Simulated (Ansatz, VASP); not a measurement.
HfO2 in VASP and in Ansatz

```xyz
3
Lattice="0.0000 2.5223 2.5223 2.5223 0.0000 2.5223 2.5223 2.5223 0.0000" Properties=species:S:1:pos:R:3 pbc="T T T"
Hf    0.0000    0.0000    0.0000
O     1.2611    1.2611    1.2611
O     3.7834    3.7834    3.7834
```

Alike in both runs: functional PBEsol; k mesh 8 × 8 × 8; occupations gaussian, width 0.02 eV; no spin polarisation.

Ansatz relaxed the structure, and its values are those at the end. VASP's run is a single point on that final structure, the one shown.

```csv
,VASP,Ansatz
version,VASP 6.6.1,Ansatz 0.2.0
potentials or method,"VASP PAW PBE potentials, release 64 (Hf_pv, O), cutoff 600 eV","scalar-relativistic, plane waves, PAW"
valence electrons in the cell,22,38
```

```tsv
	VASP	Ansatz	Ansatz less VASP
gap on the k mesh at the Fermi level (eV)	3.71	3.69	-0.023
least direct gap on the mesh (eV)	3.71	3.69	-0.023
pressure (GPa)	-4.0	0.0	+4.04
```

VASP's potentials were made for PBE, not for PBEsol, and Ansatz warns of the same on its side. One of these differences is far larger than is usual between the two programs; its cause wasn't traced. The functional is the same, so the differences come from potentials, cutoffs and numerics. VASP's potentials hold 22 valence electrons a cell and Ansatz's 38, so a difference there can come from the potentials and not from the codes.

Spin-orbit coupling is off throughout.
